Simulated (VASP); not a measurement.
Runs of VASP 6.6.1 on Hf. The structure is that of space group Fm-3m (No. 225), or close to it. The cells are those of the table. 

```csv
task,cell,gap on the mesh (eV),pressure (GPa)
electric field gradients,"a = 3.155, b = 3.155, c = 3.171 Å, angles 59.8, 59.8, 60.3°, 1 atom",none,-4.0
single point,"a = 3.171, b = 3.171, c = 3.202 Å, angles 59.7, 59.7, 60.7°, 1 atom",none,(a)
electric field gradients,"a = 3.124, b = 3.124, c = 3.140 Å, angles 59.8, 59.8, 60.3°, 1 atom",none,-1.0
single point,"a = 3.155, b = 3.155, c = 3.171 Å, angles 59.8, 59.8, 60.3°, 1 atom",none,-4.0
```

Alike in all rows: level PBEsol; potentials or basis VASP PAW PBE potentials, release 64 (Hf_pv); no spin polarisation; k mesh 16 × 16 × 16; cutoff (eV) 520; smearing fermi-dirac 0.03 eV.

Problem. Estimate the missing entries.

Solution. (a) -5.7.

Caveats: the PAW data sets were made with another functional, which shifts forces and pressure a little; spin-orbit coupling is left out, which moves the levels of the heavy elements; the cell stands under tension (at least some runs).

A k mesh can miss the band edges, and the runs leave out spin-orbit coupling on Hf.

A gap of «none» marks levels without a gap at the run's occupations.
